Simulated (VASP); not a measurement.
# AlN in VASP: notebook, part 2 of 2

VASP 6.6.1. Earlier steps stand in the parts before.

### 4 Single point, PBE (biaxial xy strain -1.6%)

INCAR

```
ALGO     = Normal         # electronic algorithm
EDIFF    = 1E-7           # SCF threshold, eV
ENCUT    = 520            # plane-wave cutoff, eV
GGA      = PE             # functional
ISIF     = 2              # what is computed and relaxed
ISMEAR   = -1             # smearing method
LASPH    = True           # aspherical terms in the spheres
LCHARG   = False          # write CHGCAR
LREAL    = False          # projectors in reciprocal space
LWAVE    = False          # write WAVECAR
NBANDS   = 11             # bands
NELM     = 80             # most SCF steps
PREC     = Accurate       # precision mode
SIGMA    = 0.02           # smearing width, eV
```

KPOINTS

```
k-points
0
Gamma
  10 10 10
```

POSCAR

```
AlN
1.0
    0.0000000000      2.1490444475      2.1848764208
    2.1490444475      0.0000000000      2.1848764208
    2.1490444475      2.1490444475      0.0000000000
Al N
1 1
Direct
    0.0000000000      0.0000000000      0.0000000000
    0.2500000000      0.2500000000      0.2500000000
```

Potentials or basis: VASP PAW PBE potentials, release 64 (Al, N).

Run with:

```console
$ cat potpaw_PBE.64/Al/POTCAR potpaw_PBE.64/N/POTCAR > POTCAR
$ mpirun -np 1 vasp_std > vasp.out
```

OUTCAR:

```text
EDIFF = 1E-7
   ENCUT = 520
   GGA = PE
   ISIF = 2
   ISMEAR = -1
   LASPH = True
   LREAL = False
   NELM = 80
   PREC = Accurate

 ion  position               nearest neighbor table
   1  0.000  0.000  0.000-   2 1.87   2 1.87   2 1.87   2 1.87
   2  0.250  0.250  0.250-   1 1.87   1 1.87   1 1.87   1 1.87

  LATTYP: Found a body centered tetragonal cell.
 ALAT       =     3.0392078038
 C/A-ratio  =     1.4377933737

  Lattice vectors:

 A1 = (  -2.1490444475,   0.0000000000,   2.1848764208)
 A2 = (   2.1490444475,   0.0000000000,   2.1848764208)
 A3 = (   0.0000000000,   2.1490444475,  -2.1848764208)

Analysis of symmetry for initial positions (statically):
=====================================================================
 Subroutine PRICEL returns:
 Original cell was already a primitive cell.

 Routine SETGRP: Setting up the symmetry group for a
 body centered tetragonal supercell.

 Subroutine GETGRP returns: Found  8 space group operations
 (whereof  8 operations were pure point group operations)
 out of a pool of 16 trial point group operations.

The static configuration has the point symmetry D_2d.

Analysis of symmetry for dynamics (positions and initial velocities):
=====================================================================
 Subroutine PRICEL returns:
 Original cell was already a primitive cell.

 Routine SETGRP: Setting up the symmetry group for a
 body centered tetragonal supercell.

 Subroutine GETGRP returns: Found  8 space group operations
 (whereof  8 operations were pure point group operations)
 out of a pool of 16 trial point group operations.

The dynamic configuration has the point symmetry D_2d.

 Subroutine INISYM returns: Found  8 space group operations
 (whereof  8 operations are pure point group operations),
 and found     1 'primitive' translations

----------------------------------------------------------------------------------------

                                     Primitive cell

  volume of cell :      20.1812

  direct lattice vectors                    reciprocal lattice vectors
     0.000000000  2.149044448  2.184876421    -0.232661544  0.232661544  0.228845895
     2.149044448  0.000000000  2.184876421     0.232661544 -0.232661544  0.228845895
     2.149044448  2.149044448  0.000000000     0.232661544  0.232661544 -0.228845895

  length of vectors
     3.064649574  3.064649574  3.039207804     0.400790758  0.400790758  0.400790758

  position of ions in fractional coordinates (direct lattice)
     0.000000000  0.000000000  0.000000000
     0.250000000  0.250000000  0.250000000

  ion indices of the primitive-cell ions
   primitive index   ion index
                 1           1
                 2           2

----------------------------------------------------------------------------------------

 KPOINTS: k-points

Automatic generation of k-mesh.
 Grid dimensions read from file:
 generate k-points for:   10   10   10

 Generating k-lattice:

  Cartesian coordinates                     Fractional coordinates (reciprocal lattice)
    -0.023266154  0.023266154  0.022884590     0.100000000 -0.000000000  0.000000000
     0.023266154 -0.023266154  0.022884590    -0.000000000  0.100000000  0.000000000
     0.023266154  0.023266154 -0.022884590     0.000000000  0.000000000  0.100000000

  Length of vectors
     0.040079076  0.040079076  0.040079076

  Shift w.r.t. Gamma in fractional coordinates (k-lattice)
     0.000000000  0.000000000  0.000000000

 Subroutine IBZKPT returns following result:
 ===========================================

 Found    102 irreducible k-points:

 Following reciprocal coordinates:
            Coordinates               Weight
  0.000000  0.000000  0.000000      1.000000
  0.100000  0.000000  0.000000      8.000000
  0.200000  0.000000  0.000000      8.000000
  0.300000 -0.000000  0.000000      8.000000
  0.400000 -0.000000  0.000000      8.000000
  0.500000  0.000000  0.000000      4.000000
[... 16 lines left out ...]
  0.300000  0.300000  0.000000      2.000000
  0.400000  0.300000  0.000000      8.000000
 [... further k-points ...]
   k-points           NKPTS =    102   k-points in BZ     NKDIM =    102   number of bands    NBANDS=     11
   number of dos      NEDOS =    301   number of ions     NIONS =      2
   total plane-waves  NPLWV =  13824
   dimension x,y,z NGX =    24 NGY =   24 NGZ =   24
   dimension x,y,z NGXF=    48 NGYF=   48 NGZF=   48
   ions per type =               1   1
   NGX,Y,Z   is equivalent  to a cutoff of  13.02, 13.02, 13.13 a.u.
   NGXF,Y,Z  is equivalent  to a cutoff of  26.04, 26.04, 26.26 a.u.
 SYSTEM =  unknown system
   PREC   = accura    normal or accurate (medium, high low for compatibility)
   ISTART =      0    job   : 0-new  1-cont  2-samecut
   ICHARG =      2    charge: 1-file 2-atom 10-const
   ISPIN  =      1    spin polarized calculation?
   LNONCOLLINEAR =      F non collinear calculations
   LSORBIT =      F    spin-orbit coupling
   LASPH  =      T    aspherical Exc in radial PAW
   ENCUT  =  520.0 eV  38.22 Ry    6.18 a.u.   5.70  5.70  5.65*2*pi/ulx,y,z
   NELM   =     80;   NELMIN=  2; NELMDL= -5     # of ELM steps
   EDIFF  = 0.1E-06   stopping-criterion for ELM
   LREAL  =      F    real-space projection
   EDIFFG = 0.1E-05   stopping-criterion for IOM
   NSW    =      0    number of steps for IOM
   IBRION =     -1    ionic relax: 0-MD 1-quasi-New 2-CG
   NFREE  =      0    steps in history (QN), initial steepest desc. (CG)
   ISIF   =      2    stress and relaxation
   ISYM   =      2    0-nonsym 1-usesym 2-fastsym
   POTIM  = 0.5000    time-step for ionic-motion
   TEBEG  =    0.0;   TEEND  =   0.0 temperature during run
   PSTRESS=    0.0 pullay stress
   NELECT =       8.0000    total number of electrons
   NUPDOWN=      -1.0000    fix difference up-down
   EMIN   =  10.00;   EMAX   =-10.00  energy-range for DOS
   EFERMI =   0.00;   METHOD = LEGACY
   ISMEAR =    -1;   SIGMA  =   0.02  broadening in eV -4-tet -1-fermi 0-gaus
   EFERMI_NEDOS =   21; number of points for ismear=-14 and -15
   IALGO  =     38    algorithm
   IMIX   =      4    mixing-type and parameters
     AMIX     =   0.40;   BMIX     =  1.00
     AMIX_MAG =   1.60;   BMIX_MAG =  1.00
  volume/ion in A,a.u.               =      10.09        68.09
  Fermi-wavevector in a.u.,A,eV,Ry     =   1.202603  2.272590 19.677479  1.446254
  Thomas-Fermi vector in A             =   2.338380
   LORBIT       =      0    0 simple, 1 ext, 2 COOP (PROOUT), +10 PAW based schemes
   GGA     = PE    functional components
   LHFCALC =     F    Hartree Fock is set to
   AEXX    =    0.0000 exact exchange contribution
   IVDW    =     0    specifies the selected vdW correction
   LEPSILON=     F    determine dielectric tensor
   LRPA    =     F    only Hartree local field effects (RPA)
 non-spin polarized calculation
  energy-cutoff  :      520.00
  volume of cell :       20.18
 maximum number of plane-waves:       552
   NGX = 11   NGY = 11   NGZ = 11

 number of electron       7.9999999 magnetization

 Free energy of the ion-electron system (eV)
  ---------------------------------------------------
  ext. energy  EPLUGINS =         0.00000000
  ---------------------------------------------------
  free energy    TOTEN  =       -14.80555866 eV

  energy without entropy =      -14.80555866  energy(sigma->0) =      -14.80555866

 E-fermi :   6.7166     XC(G=0): -11.0737

 val. band max:        6.2998813449   @ k =   0.0000   0.0000   0.0000
 cond. band min:       9.5840713070   @ k =   0.5000   0.0000   0.5000
 fundamental gap:      3.2841899621
 Fermi energy:         6.7165988743

 k-point     1 :       0.0000    0.0000    0.0000
  band No.  band energies     occupation
      1      -8.8926      2.00000
      2       6.2278      2.00000
      3       6.2999      2.00000
      4       6.2999      2.00000
      5      10.7555      0.00000
      6      19.1502      0.00000
      7      19.1502      0.00000
      8      19.1662      0.00000
      9      23.9273      0.00000
     10      24.4975      0.00000
     11      25.2713      0.00000
[... 309 lines left out ...]
 k-point    24 :       0.4000    0.3000    0.0000
  band No.  band energies     occupation
      1      -6.8348      2.00000
      2       2.0065      2.00000
      3       4.5877      2.00000
      4       4.9289      2.00000
      5      11.2710      0.00000
      6      16.1735      0.00000
      7      18.7378      0.00000
      8      21.3216      0.00000
      9      21.8221      0.00000
     10      28.0918      0.00000
     11      30.3741      0.00000

 [... further k-points ...]

------------------------ aborting loop because EDIFF is reached ----------------------------------------

  FORCE on cell =-STRESS in cart. coord.  units (eV):
  Direction    XX          YY          ZZ          XY          YZ          ZX
  --------------------------------------------------------------------------------------
  -------------------------------------------------------------------------------------
  Total        1.5718330      1.5718330      1.2912951      0.0000000      0.0000000      0.0000000
  in kB      124.7869923    124.7869923    102.5152400      0.0000000      0.0000000      0.0000000
  external PRESSURE =     117.3630749 kB  Pullay stress =       0.0000000 kB

 VOLUME and BASIS-vectors are now :
 -----------------------------------------------------------------------------
  energy-cutoff  :      520.00
  volume of cell :       20.18
      direct lattice vectors                 reciprocal lattice vectors
     0.000000000  2.149044448  2.184876421    -0.232661544  0.232661544  0.228845895
     2.149044448  0.000000000  2.184876421     0.232661544 -0.232661544  0.228845895
     2.149044448  2.149044448  0.000000000     0.232661544  0.232661544 -0.228845895

 POSITION                                       TOTAL-FORCE (eV/Angst)
 -----------------------------------------------------------------------------------
      0.00000      0.00000      0.00000        -0.000000     -0.000000      0.000000
      1.07452      1.07452      1.09244         0.000000      0.000000     -0.000000
 -----------------------------------------------------------------------------------
    total drift:                                0.000000      0.000000      0.000000

  FREE ENERGIE OF THE ION-ELECTRON SYSTEM (eV)
  ---------------------------------------------------
  free  energy   TOTEN  =       -14.8055586630 eV

  energy  without entropy=      -14.8055586630  energy(sigma->0) =      -14.80555866
```

It took 11 s on 1 thread of Intel Xeon 6975P-C, shared host; peak memory 0.14 GiB.

What came out:

```
Free energy            : -14.8056 eV
Pressure               : 11.7 GPa
Band gap on the k mesh : 3.28 eV, indirect (least direct gap 4.46 eV)
```

Stress tensor (GPa, compression positive):
```
12.48  0.00  0.00
 0.00 12.48  0.00
 0.00  0.00 10.25
```

Caveat: the cell differs from its parent crystal (biaxial xy strain -1.6%). A k mesh can miss the band edges.

### 5 Single point, PBE (strain along [111] +1.5%)

INCAR

```
PREC = Accurate
ENCUT = 520
EDIFF = 1E-7
ISMEAR = -1
SIGMA = 0.02
LREAL = False
LASPH = True
NELM = 80
ALGO = Normal
ISIF = 2
LWAVE = False
LCHARG = True
GGA = PE
LELF = True
LVHAR = True
NBANDS = 11
```

KPOINTS

```
regular mesh
0
Gamma
  10 10 10
```

POSCAR

```
AlN
1.0
    0.0218487642      2.2067251850      2.2067251850
    2.2067251850      0.0218487642      2.2067251850
    2.2067251850      2.2067251850      0.0218487642
Al N
1 1
Direct
    0.0005962931      0.0005962931      0.0005962931
    0.2494037069      0.2494037069      0.2494037069
```

Run with:

```console
$ cat potpaw_PBE.64/Al/POTCAR potpaw_PBE.64/N/POTCAR > POTCAR
$ mpirun -np 1 vasp_std > vasp.out
```

It took 14 s on 1 thread of Intel Xeon 6975P-C, shared host; peak memory 0.15 GiB.

Results (log left out):

```yaml
Free_energy: -14.8432 eV
Pressure: 1.3 GPa
Largest_force: 0.013 eV/Å
Band_gap_on_the_k_mesh: 3.26 eV, indirect (least direct gap 4.01 eV)
```

Forces in eV/Å, atoms in the order of the input:
```
Al   0.007  0.007  0.007
N   -0.007 -0.007 -0.007
```

Stress tensor (GPa, compression positive):
```
 1.29 -1.85 -1.85
-1.85  1.29 -1.85
-1.85 -1.85  1.29
```

Levels at points of the mesh, in eV from the valence-band top:
| k point | band 1 | band 2 | band 3 | band 4 | band 5 | band 6 | band 7 | band 8 | band 9 |
| --- | --- | --- | --- | --- | --- | --- | --- | --- | --- |
| (0.00, 0.00, 0.00) | -14.93 | -0.12 | 0.00 | 0.00 | 4.01 | 12.11 | 12.49 | 12.49 | 17.52 |
| (0.50, 0.00, 0.00) | -12.91 | -5.81 | -0.57 | -0.51 | 7.15 | 9.70 | 10.87 | 11.04 | 17.73 |
| (0.50, 0.50, 0.00) | -12.31 | -4.89 | -1.87 | -1.73 | 3.26 | 8.48 | 13.69 | 15.46 | 15.53 |
| (0.50, 0.50, 0.50) | -12.98 | -5.89 | -0.45 | -0.45 | 7.32 | 9.70 | 11.17 | 11.17 | 17.75 |

Caveat: the cell differs from its parent crystal (strain along [111] +1.5%). A k mesh can miss the band edges.

### 6 Single point, r2SCAN (biaxial xy strain -1.6%)

POSCAR

```
AlN
1.0
    0.0000000000      2.1490444475      2.1848764208
    2.1490444475      0.0000000000      2.1848764208
    2.1490444475      2.1490444475      0.0000000000
Al N
1 1
Direct
    0.0000000000      0.0000000000      0.0000000000
    0.2500000000      0.2500000000      0.2500000000
```

INCAR.step1

```
SYSTEM = AlN
PREC = Accurate ; ENCUT = 520
ISMEAR = 0 ; SIGMA = 0.01
LREAL = .FALSE. ; LASPH = .TRUE.
NELM = 60 ; NBANDS = 11
GGA = PE ; ALGO = Normal
EDIFF = 1E-4 ; LWAVE = .TRUE.
LCHARG = .FALSE.
```

INCAR.step2

```
SYSTEM = AlN
PREC = Accurate ; ENCUT = 520
EDIFF = 1E-6 ; ISMEAR = 0
SIGMA = 0.01 ; LREAL = .FALSE.
LASPH = .TRUE. ; NELM = 60
ALGO = Normal ; ISIF = 2
LWAVE = .FALSE. ; LCHARG = .FALSE.
METAGGA = R2SCAN ; LMIXTAU = .TRUE.
NBANDS = 11 ; ISTART = 1
```

KPOINTS

```
Automatic mesh
0
G
  10 10 10
  0 0 0
```

Potentials or basis: VASP PAW PBE potentials, release 64 (Al, N).

Run with:

```console
$ cat potpaw_PBE.64/Al/POTCAR potpaw_PBE.64/N/POTCAR > POTCAR
$ cp INCAR.step1 INCAR
$ mpirun -np 1 vasp_std > vasp.out
$ cp INCAR.step2 INCAR
$ mpirun -np 1 vasp_std > vasp.out
```

OUTCAR:

```text
SYSTEM = AlN
   PREC = Accurate
   ENCUT = 520
   EDIFF = 1E-6
   ISMEAR = 0
   LREAL = .FALSE.
   LASPH = .TRUE.
   NELM = 60
   ISIF = 2
   METAGGA = R2SCAN
   ISTART = 1

 ion  position               nearest neighbor table
   1  0.000  0.000  0.000-   2 1.87   2 1.87   2 1.87   2 1.87
   2  0.250  0.250  0.250-   1 1.87   1 1.87   1 1.87   1 1.87

  LATTYP: Found a body centered tetragonal cell.
 ALAT       =     3.0392078038
 C/A-ratio  =     1.4377933737

  Lattice vectors:

[... 524 lines left out ...]

  FORCE on cell =-STRESS in cart. coord.  units (eV):
  Direction    XX          YY          ZZ          XY          YZ          ZX
  --------------------------------------------------------------------------------------
  -------------------------------------------------------------------------------------
  Total        0.9895810      0.9895810      0.6750719      0.0000000      0.0000000      0.0000000
  in kB       78.5623109     78.5623109     53.5936023      0.0000000      0.0000000      0.0000000
  external PRESSURE =      70.2394080 kB  Pullay stress =       0.0000000 kB

 VOLUME and BASIS-vectors are now :
 -----------------------------------------------------------------------------
  energy-cutoff  :      520.00
  volume of cell :       20.18
      direct lattice vectors                 reciprocal lattice vectors
     0.000000000  2.149044448  2.184876421    -0.232661544  0.232661544  0.228845895
     2.149044448  0.000000000  2.184876421     0.232661544 -0.232661544  0.228845895
     2.149044448  2.149044448  0.000000000     0.232661544  0.232661544 -0.228845895

 POSITION                                       TOTAL-FORCE (eV/Angst)
 -----------------------------------------------------------------------------------
      0.00000      0.00000      0.00000        -0.000000     -0.000000      0.000000
      1.07452      1.07452      1.09244         0.000000      0.000000     -0.000000
 -----------------------------------------------------------------------------------
    total drift:                               -0.000001     -0.000001     -0.000002

  FREE ENERGIE OF THE ION-ELECTRON SYSTEM (eV)
  ---------------------------------------------------
  free  energy   TOTEN  =       -19.1634507368 eV

  energy  without entropy=      -19.1634507368  energy(sigma->0) =      -19.16345074
```

OSZICAR.step1:

```text
N       E                     dE             d eps       ncg     rms          rms(c)
DAV:   1     0.103597449667E+02    0.10360E+02   -0.38160E+03  2300   0.599E+02
DAV:   2    -0.163855535304E+02   -0.26745E+02   -0.25793E+02  2710   0.138E+02
DAV:   3    -0.172443165099E+02   -0.85876E+00   -0.85742E+00  2738   0.232E+01
DAV:   4    -0.172488133203E+02   -0.44968E-02   -0.44965E-02  2571   0.183E+00
DAV:   5    -0.172488659782E+02   -0.52658E-04   -0.52658E-04  2730   0.190E-01    0.878E+00
DAV:   6    -0.148186977492E+02    0.24302E+01   -0.11756E+01  2656   0.174E+01    0.287E+00
DAV:   7    -0.148120209921E+02    0.66768E-02   -0.18957E-01  2529   0.332E+00    0.210E+00
DAV:   8    -0.148068579387E+02    0.51631E-02   -0.27155E-02  2496   0.155E+00    0.575E-01
DAV:   9    -0.148055033760E+02    0.13546E-02   -0.38910E-03  2715   0.371E-01    0.233E-01
DAV:  10    -0.148055447128E+02   -0.41337E-04   -0.36642E-04  2427   0.125E-01
   1 F= -.14805545E+02 E0= -.14805545E+02  d E =-.162633E-96
```

It took 54 s on 1 thread of Intel Xeon 6975P-C, shared host; peak memory 0.15 GiB.

What came out:

```
Free energy            : -19.1635 eV
Pressure               : 7.0 GPa
Band gap on the k mesh : 3.91 eV, indirect (least direct gap 5.17 eV)
```

Stress tensor (GPa, compression positive):
```
7.86 0.00 0.00
0.00 7.86 0.00
0.00 0.00 5.36
```

Levels at points of the mesh, in eV from the valence-band top:
```csv
k point,band 2,band 3,band 4,band 5,band 6,band 7
"(0.00, 0.00, 0.00)",-0.07,0.00,0.00,5.17,13.82,13.82
"(0.50, 0.00, 0.00)",-6.06,-0.59,-0.44,8.48,11.04,11.99
"(0.50, 0.50, 0.00)",-5.18,-1.77,-1.77,3.99,9.83,15.43
"(0.50, 0.00, 0.50)",-5.02,-1.91,-1.91,3.91,9.57,15.75
```

Caveat: the cell differs from its parent crystal (biaxial xy strain -1.6%); the PAW data sets were made with another functional, which shifts forces and pressure a little. A k mesh can miss the band edges.

### 7 The runs side by side

```csv
level,cell,smearing,gap on the mesh (eV),pressure (GPa)
PBE,"a = 3.073 Å, angles 60.0°, 2 atoms",fermi-dirac 0.02 eV,3.33,7.9
r2SCAN,"a = 3.073 Å, angles 60.0°, 2 atoms",gaussian 0.01 eV,3.95,3.1
PBE,"a = 3.065, b = 3.065, c = 3.039 Å, angles 60.3, 60.3, 59.5°, 2 atoms",fermi-dirac 0.02 eV,3.28,11.7
PBE,"a = 3.121 Å, angles 59.3°, 2 atoms",fermi-dirac 0.02 eV,3.26,1.3
r2SCAN,"a = 3.065, b = 3.065, c = 3.039 Å, angles 60.3, 60.3, 59.5°, 2 atoms",gaussian 0.01 eV,3.91,7.0
```

Alike in all rows: task single point; potentials or basis VASP PAW PBE potentials, release 64 (Al, N); no spin polarisation; k mesh 10 × 10 × 10; cutoff (eV) 520.

Caveats: the PAW data sets were made with another functional, which shifts forces and pressure a little (some runs).

Absolute energies hang on the potentials; compare differences alone.
